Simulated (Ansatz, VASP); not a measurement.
## Two plane-wave programs on Mn2F

```
Mn F
1.0
     2.46505    0.00000    0.00000
     0.00000    2.46505    0.00000
     0.00000    0.00000    5.73242
Mn F
2 1
Direct
  0.50000 0.50000 0.30813
  0.50000 0.50000 0.69187
  0.00000 0.00000 0.00000
```

Change from the starting cell: species swapped into the Ga2Cu type (P4/mmm, No. 123).

Alike in both runs: functional PBE; k mesh 6 × 6 × 4; occupations gaussian, width 0.1 eV; collinear spin.

Ansatz relaxed the structure, and its values are those at the end. VASP's run is a single point on that final structure, the one shown.

|  | VASP | Ansatz |
| --- | --- | --- |
| version | VASP 6.6.1 | Ansatz 0.2.0 |
| potentials or method | VASP PAW PBE potentials, release 64 (Mn_pv, F), cutoff 520 eV | scalar-relativistic, plane waves, PAW |
| valence electrons in the cell | 33 | 37 |

|  | VASP | Ansatz | Ansatz less VASP |
| --- | --- | --- | --- |
| gap on the k mesh at the Fermi level (eV) | none | none | - |
| pressure (GPa) | 0.1 | 0.1 | 0.00 |
| rms of the force components (eV/Å) | 0.034 | 0.009 | -0.0254 |
| net moment per atom (μB) | 1.38 | 1.38 | -0.002 |
| size of the moment on the site where the two differ most (μB) | 1.98 | 1.86 | -0.122 |

Site moments also hang on the region over which each program counts them. A gap of «none» marks a metal or a gap that the smearing closes. VASP's potentials hold 33 valence electrons a cell and Ansatz's 37, so a difference there can come from the potentials and not from the codes.

The k mesh is coarse, so the values compare programs but aren't converged.
